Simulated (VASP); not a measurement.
# Tl: single point with PBE+D3(BJ)

Tl:

```
Tl
1.0
     0.00000    2.53585    2.33298
     2.53585    0.00000    2.33298
     2.53585    2.53585    0.00000
Tl
1
Direct
  0.00000 0.00000 0.00000
```

This cell differs from its parent crystal: ratio of the length along z to the lengths across it x 0.92, volume and fractional coordinates fixed.

| Item | Value |
| --- | --- |
| Program | VASP 6.6.1 |
| Task | single point |
| Functional | PBE |
| Dispersion | D3(BJ) |
| Potentials or basis | VASP PAW PBE potentials, release 64 (Tl_d) |
| Cutoff | 520 eV |
| k mesh | 18 × 18 × 18 |
| Occupations | gaussian, width 0.15 eV |
| Spin | no spin polarisation |

The pressure is -0.7 GPa. The band gap on the k mesh is zero (an odd number of electrons rules out a gap without spin polarisation) and the dispersion energy per atom is -0.326 eV.

Stress tensor (GPa, compression positive):
```
-0.76  0.00  0.00
 0.00 -0.76  0.00
 0.00  0.00 -0.68
```

Levels at points of the mesh, in eV from the Fermi level:
| k point | band 2 | band 3 | band 4 | band 5 | band 6 | band 7 | band 8 | band 9 | band 10 | band 11 |
| --- | --- | --- | --- | --- | --- | --- | --- | --- | --- | --- |
| (0.00, 0.00, 0.00) | -11.57 | -11.42 | -11.35 | -11.21 | -9.69 | 9.81 | 10.01 | 10.01 | 10.99 | 13.85 |
| (0.50, 0.00, 0.00) | -11.58 | -11.44 | -11.09 | -11.02 | -5.29 | -2.67 | 7.24 | 8.27 | 10.83 | 11.57 |
| (0.50, 0.50, 0.00) | -11.74 | -11.07 | -10.99 | -10.99 | -3.01 | -1.09 | 3.32 | 3.32 | 6.70 | 8.07 |
| (0.50, 0.00, 0.50) | -11.73 | -11.08 | -11.06 | -10.96 | -4.03 | -1.89 | 4.17 | 4.60 | 7.69 | 9.07 |

It took 4 min on 1 thread of Intel Xeon 8259CL, with other jobs on the host, peak memory 0.3 GiB.

Caveat: spin-orbit coupling is left out, which moves the levels of the heavy elements.
